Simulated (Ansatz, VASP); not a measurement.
## One calculation of K3C, two programs

```xyz
4
Lattice="5.4913 0.0000 0.0000 -2.7457 4.7556 0.0000 0.0000 0.0000 4.1781" Properties=species:S:1:pos:R:3 pbc="T T T"
K     0.0000    3.1704    0.0000
K     0.0000    0.0000    0.0000
K     2.7457    1.5852    0.0000
C     0.0000    0.0000    2.0891
```

Alike in both runs: task single point; functional PBE; k mesh 6 × 6 × 4; occupations gaussian, width 0.1 eV; no spin polarisation.

|  | VASP | Ansatz |
| --- | --- | --- |
| version | VASP 6.6.1 | Ansatz 0.2.0 |
| potentials or method | VASP PAW PBE potentials, release 64 (K_sv, C), cutoff 520 eV | scalar-relativistic, plane waves, PAW |
| valence electrons in the cell | 31 | 31 |

VASP gave:

| Quantity | Value |
| --- | --- |
| gap on the k mesh at the Fermi level (eV) | none |
| pressure (GPa) | 7.9 |
| traceless stress, the component that is largest in VASP (GPa) | -0.78 |

Task: Estimate Ansatz's values.

Result: gap on the k mesh at the Fermi level (eV): none; pressure (GPa): 7.6; traceless stress, the component that is largest in VASP (GPa): -1.12.

A gap of «none» marks a metal or a gap that the smearing closes. The functional is the same, so the differences come from potentials, cutoffs and numerics.

The k mesh is coarse, so the values compare programs but aren't converged.
